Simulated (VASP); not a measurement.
Runs of VASP 6.6.1 on ScGa5S. The structure is that of space group F-43m (No. 216), or close to it. The cells are those of the table. 

```tsv
task	cell	k mesh	cutoff (eV)	gap on the mesh (eV)	pressure (GPa)	largest force (eV/Å)
relaxation of cell and atoms	relaxed from a = 6.043 Å, angles 60.0°, 7 atoms	3 × 3 × 3	600	none	-0.1	0.01
single point	a = 6.848 Å, angles 60.0°, 7 atoms	4 × 4 × 4	520	none	-0.1	(b)
single point	a = 6.804 Å, angles 60.0°, 7 atoms	3 × 3 × 3	520	none	0.3	0.02
single point	a = 6.239 Å, angles 60.0°, 7 atoms	4 × 4 × 4	520	none	0.6	(a)
```

Alike in all rows: level PBE; potentials or basis VASP PAW PBE potentials, release 64 (Sc_sv, Ga_d, S); no spin polarisation; smearing gaussian 0.2 eV.

Fill in the values left out.

(a) 0.09; (b) 0.06.

Caveats: some runs use coarse meshes; the relaxation stopped at a loose force limit of 0.08 eV/Å, so its end isn't a converged minimum (some runs).

A k mesh can miss the band edges, and the runs leave out spin-orbit coupling on Ga.

A gap of «none» marks levels without a gap at the run's occupations.
